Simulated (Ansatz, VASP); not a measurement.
## WS2: VASP beside Ansatz

Contents of INCAR:

```
PREC = Accurate
ENCUT = 520
EDIFF = 1E-6
ISMEAR = -1
SIGMA = 0.03
LREAL = F
LASPH = T
NELM = 100
ALGO = Normal
ISIF = 2
LWAVE = F
LCHARG = T
LELF = T
LVHAR = T
NBANDS = 20
```

Contents of KPOINTS:

```
Automatic mesh
0
Gamma
  10 10 10
```

Contents of POSCAR:

```
WS2
1.0
    1.5924332554      0.9193917687      6.4898005779
   -1.5924332554      0.9193917687      6.4898005779
    0.0000000000     -1.8387835373      6.4898005779
W S
1 2
Direct
    0.9993321300      0.9993321300      0.9993321300
    0.5858876800      0.5858876800      0.5858876800
    0.7460801900      0.7460801900      0.7460801900
```

Input for Ansatz:

```yaml
crystal:
  lattice:
    - [1.5924332554, 0.9193917687, 6.4898005779]
    - [-1.5924332554, 0.9193917687, 6.4898005779]
    - [0.0, -1.8387835373, 6.4898005779]
  atoms:
    - { symbol: W, position: [0.99933213, 0.99933213, 0.99933213] }
    - { symbol: S, position: [0.58588768, 0.58588768, 0.58588768] }
    - { symbol: S, position: [0.74608019, 0.74608019, 0.74608019] }
kpoints:
  mp_grid: { grid: [10, 10, 10] }
  band_path:
    path:
      - [0.0, 0.0, 0.0]
      - [-0.5, -0.5, -0.5]
      - [-0.5, -0.1800463939, -0.8199536061]
      - [-0.1800463939, 0.1800463939, -0.5]
      - [0.0, 0.0, -0.5]
      - [0.0, 0.0, 0.0]
      - [0.0, 0.340023197, -0.3400231969]
      - [-0.340023197, 0.0, -0.659976803]
      - [-0.5, 0.0, -0.5]
    npoints: 14
scf:
  occupations: { method: fermi_dirac, width: 0.03 }
hamiltonian:
  xc: lda
  pseudopotentials: { kind: all_electron, lapw: { basis_error: 0.001 } }
output:
  forces: true
  stress: true
  eigenvalues: true
  populations: true
```

Alike in both runs: task single point; functional LDA; k mesh 10 × 10 × 10; occupations fermi-dirac, width 0.03 eV; no spin polarisation.

```csv
,VASP,Ansatz
version,VASP 6.6.1,Ansatz 0.2.0
potentials or method,"VASP PAW LDA potentials, release 64 (W_sv, S), cutoff 520 eV","all-electron LAPW, scalar-relativistic"
```

VASP gave:

| Item | Value |
| --- | --- |
| gap on the k mesh at the Fermi level (eV) | 1.24 |
| pressure (GPa) | -5.3 |
| traceless stress, the component that is largest in VASP (GPa) | 1.34 |
| rms of the force components (eV/Å) | 0.134 |

Task: What did Ansatz give for the same quantities?

Result: gap on the k mesh at the Fermi level (eV): 1.24; pressure (GPa): -5.6; traceless stress, the component that is largest in VASP (GPa): 1.31; rms of the force components (eV/Å): 0.154.

LDA's correlation is that of Perdew and Zunger in VASP and of Perdew and Wang (1992) in Ansatz. Atom by atom the forces differ by 0.020 eV/Å (rms over components). Ansatz ran all-electron here, and VASP with PAW potentials.

Spin-orbit coupling is off throughout.
